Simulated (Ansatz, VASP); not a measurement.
**GaSb: VASP beside Ansatz**

POSCAR

```
GaSb
1.0
    0.0000000000      3.0658788003      3.0658788003
    3.0658788003      0.0000000000      3.0658788003
    3.0658788003      3.0658788003      0.0000000000
Ga Sb
1 1
Direct
    0.0000000000      0.0000000000      0.0000000000
    0.2500000000      0.2500000000      0.2500000000
```

Contents of INCAR.step1:

```
SYSTEM = GaSb
  PREC = Accurate
  ENCUT = 550
  ISMEAR = -1
  SIGMA = 0.2
  LREAL = .FALSE.
  LASPH = .TRUE.
  NELM = 120
  NBANDS = 16
  GGA = PE
  ALGO = Normal
  EDIFF = 1E-5
  LWAVE = .TRUE.
  LCHARG = .FALSE.
  GGA_COMPAT = .FALSE.
```

File INCAR.step2:

```
SYSTEM = GaSb
  PREC = Accurate
  ENCUT = 550
  EDIFF = 1E-6
  ISMEAR = -1
  SIGMA = 0.2
  LREAL = .FALSE.
  LASPH = .TRUE.
  NELM = 120
  ALGO = Normal
  ISIF = 2
  LWAVE = .FALSE.
  LCHARG = .TRUE.
  METAGGA = R2SCAN
  LMIXTAU = .TRUE.
  LELF = .TRUE.
  LVHAR = .TRUE.
  NBANDS = 16
  ISTART = 1
  GGA_COMPAT = .FALSE.
```

KPOINTS

```
regular mesh
0
G
  6 6 6
  0 0 0
```

Input for Ansatz:

```yaml
crystal:
  lattice:
    - [0.0, 3.0658788003, 3.0658788003]
    - [3.0658788003, 0.0, 3.0658788003]
    - [3.0658788003, 3.0658788003, 0.0]
  atoms:
    - { symbol: Ga, position: [0.0, 0.0, 0.0] }
    - { symbol: Sb, position: [0.25, 0.25, 0.25] }
kpoints:
  mp_grid: { grid: [6, 6, 6] }
hamiltonian:
  xc: r2scan
scf:
  occupations: { method: fermi_dirac, width: 0.2 }
  n_extra_bands: 4
output:
  forces: true
  stress: true
  eigenvalues: true
```

Alike in both runs: task single point; functional r2SCAN; k mesh 6 × 6 × 6; occupations fermi-dirac, width 0.2 eV; no spin polarisation.

|  | VASP | Ansatz |
| --- | --- | --- |
| version | VASP 6.6.1 | Ansatz 0.2.0 |
| potentials or method | VASP PAW PBE potentials, release 64 (Ga_d, Sb) | plane waves |
| plane-wave cutoff (eV) | 550 | 500 |
| valence electrons in the cell | 18 | 28 |

|  | VASP | Ansatz | Ansatz less VASP |
| --- | --- | --- | --- |
| pressure (GPa) | 0.2 | 0.1 | -0.08 |

VASP's potentials were made for PBE, not for r2SCAN. VASP's potentials hold 18 valence electrons a cell and Ansatz's 28, so a difference there can come from the potentials and not from the codes.

Neither program's run includes spin-orbit coupling.
